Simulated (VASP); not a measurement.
Set up this calculation in VASP 6.6.1, as the native input.

```
Task                   : single point
Functional             : PBE
Potentials or basis    : VASP PAW PBE potentials, release 64 (Cs_sv, Tl_d, H)
Cutoff                 : 520 eV
k mesh                 : 8 × 8 × 10
Occupations            : gaussian, width 0.1 eV
Spin                   : no spin polarisation
Dipole correction      : no
Further INCAR settings : ALGO = Normal; EDIFF = 1e-07; NBANDS = 20
```

The structure of CsTlH2 lies in POSCAR:

```
CsTlH2
1.0
    4.8347714124      0.0000000000      0.0000000000
    0.0000000000      4.8347714124      0.0000000000
    0.0000000000      0.0000000000      3.9529932606
Cs Tl H
1 1 2
Direct
    0.5000000000      0.5000000000      0.5000000000
    0.0000000000      0.0000000000      0.0000000000
    0.5000000000      0.0000000000      0.0000000000
    0.0000000000      0.5000000000      0.0000000000
```

These files were run (other wordings do the same):

INCAR

```
SYSTEM = CsTlH2
PREC = Accurate
ENCUT = 520
EDIFF = 1E-7
ISMEAR = 0
SIGMA = 0.1
LREAL = .False.
LASPH = .True.
NELM = 100
ALGO = Normal
ISIF = 2
LWAVE = .False.
LCHARG = .False.
GGA = PE
NBANDS = 20
```

KPOINTS

```
Automatic mesh
0
Gamma
  8 8 10
  0 0 0
```

Potentials or basis: VASP PAW PBE potentials, release 64 (Cs_sv, Tl_d, H).

Launch:

```sh
$ cat potpaw_PBE.64/Cs_sv/POTCAR potpaw_PBE.64/Tl_d/POTCAR potpaw_PBE.64/H/POTCAR > POTCAR
$ mpirun -np 1 vasp_std > vasp.out
```

Results of the run:

```json
{
  "Pressure": "0.0 GPa",
  "Band gap on the k mesh": "zero (band 12 reaches 3.40 eV, above the bottom of band 13 at 2.17 eV)"
}
```

Caveat: spin-orbit coupling is left out, which moves the levels of the heavy elements.

Run time: 44 s on 1 thread of Intel(R) Xeon(R) 6975P-C (Granite Rapids) (shared host), peak memory 0.31 GiB.
